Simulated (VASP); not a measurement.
Input of a VASP 6.6.1 run:

The input INCAR:

```
PREC = Accurate
ENCUT = 520
EDIFF = 1E-8
ISMEAR = 0
SIGMA = 0.01
LREAL = False
LASPH = True
NELM = 60
ALGO = Normal
ISIF = 2
LWAVE = False
LCHARG = False
METAGGA = R2SCAN
LMIXTAU = True
IBRION = 6
NFREE = 2
POTIM = 0.015
NSW = 1
```

The input KPOINTS:

```
Automatic mesh
0
Gamma
  10 10 10
```

Contents of POSCAR:

```
MgO
1.0
    0.0000000000      2.1037650697      2.1037650697
    2.1037650697      0.0000000000      2.1037650697
    2.1037650697      2.1037650697      0.0000000000
Mg O
1 1
Direct
    0.0000000000      0.0000000000      0.0000000000
    0.5000000000      0.5000000000      0.5000000000
```

Potentials or basis: VASP PAW PBE potentials, release 64 (Mg, O).

Command:

```console
$ cat potpaw_PBE.64/Mg/POTCAR potpaw_PBE.64/O/POTCAR > POTCAR
$ mpirun -np 1 vasp_std > vasp.out
```

Q: Estimate the highest phonon frequency at Γ, LO-TO splitting left out.

A: 399 cm⁻¹.

Phonon frequencies in cm⁻¹ (negative: imaginary):
| q point | frequencies |
| --- | --- |
| (0.000, 0.000, 0.000) | -2 -2 -2 399 399 399 |

Caveat: the cell wasn't relaxed at this level first, which shifts response properties.
